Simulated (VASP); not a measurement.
A run of VASP 6.6.1:

File INCAR:

```
SYSTEM = MgO
ALGO = Normal
EDIFF = 1E-7
ENCUT = 520
GGA = PS
ISIF = 2
ISMEAR = 0
LASPH = .True.
LCHARG = .True.
LELF = .True.
LREAL = .False.
LVHAR = .True.
LWAVE = .False.
NBANDS = 26
NELM = 60
PREC = Accurate
SIGMA = 0.05
```

The input KPOINTS:

```
k-points
0
Gamma
  9 9 4
  0 0 0
```

POSCAR

```
MgO
1.0
    3.1469000000      0.0000000000      0.0000000000
   -1.5734500000      2.7252953432      0.0000000000
    0.0000000000      0.0000000000     11.2493000000
Mg O
4 4
Direct
    0.3333333333      0.6666666667      0.9695925587
    0.0000000000      0.0000000000      0.2209429155
    0.0000000000      0.0000000000      0.7209429155
    0.6666666667      0.3333333333      0.4695925587
    0.3333333333      0.6666666667      0.7799203897
    0.0000000000      0.0000000000      0.5295423161
    0.0000000000      0.0000000000      0.0295423161
    0.6666666667      0.3333333333      0.2799203897
```

Potentials or basis: VASP PAW PBE potentials, release 64 (Mg, O).

Run with:

```sh
$ cat potpaw_PBE.64/Mg/POTCAR potpaw_PBE.64/O/POTCAR > POTCAR
$ mpirun -np 1 vasp_std > vasp.out
```

Hardware: 1 thread of AMD EPYC 9R45 96-Core Processor (Zen 5), on a shared host.

Question: Estimate the wall time of this run.

Answer: It took 53 s on 1 thread of AMD EPYC 9R45 96-Core Processor (Zen 5) (shared host), peak memory 0.21 GiB. Counts: scf iterations 15, k points 36.
